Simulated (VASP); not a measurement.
AgCl, 2 atoms in the cell. Symmetry: I4/mmm, No. 139, tetragonal system. Conventional cell: a = 3.922 Å, b = 3.922 Å, c = 5.324 Å, α = 90.00°, β = 90.00°, γ = 90.00°. Ag (site symmetry 4/mmm) has 6 Cl at 2.66 to 2.77 Å within 3.5 Å. Cl (site symmetry 4/mmm) has 6 Ag at 2.66 to 2.77 Å within 3.5 Å.  This cell differs from its parent crystal: strain +0.000 along x and y, -0.040 along z.

| Property | Result |
| --- | --- |
| Program | VASP 6.6.1 |
| Task | single point |
| Functional | PBE |
| Potentials or basis | VASP PAW PBE potentials, release 64 (Ag, Cl) |
| Cutoff | 520 eV |
| k mesh | 8 × 8 × 8 |
| Occupations | gaussian, width 0.05 eV |
| Spin | no spin polarisation |
| Dipole correction | no |
| Further INCAR settings | ALGO = Normal; EDIFF = 1e-06; NBANDS = 16 |

Potentials or basis: VASP PAW PBE potentials, release 64 (Ag, Cl).

Run with:

```bash
$ cat potpaw_PBE.64/Ag/POTCAR potpaw_PBE.64/Cl/POTCAR > POTCAR
$ mpirun -np 1 vasp_std > vasp.out
```

Hardware: 1 thread of Intel(R) Xeon(R) Platinum 8259CL CPU @ 2.50GHz (Skylake/Cascade Lake), with other jobs on the host.

How long does it take, and how much memory?

Run time: 42 s on 1 thread of Intel(R) Xeon(R) Platinum 8259CL CPU @ 2.50GHz (Skylake/Cascade Lake), on a shared host, peak memory 0.19 GiB. Counts: scf iterations 12, k points 59.
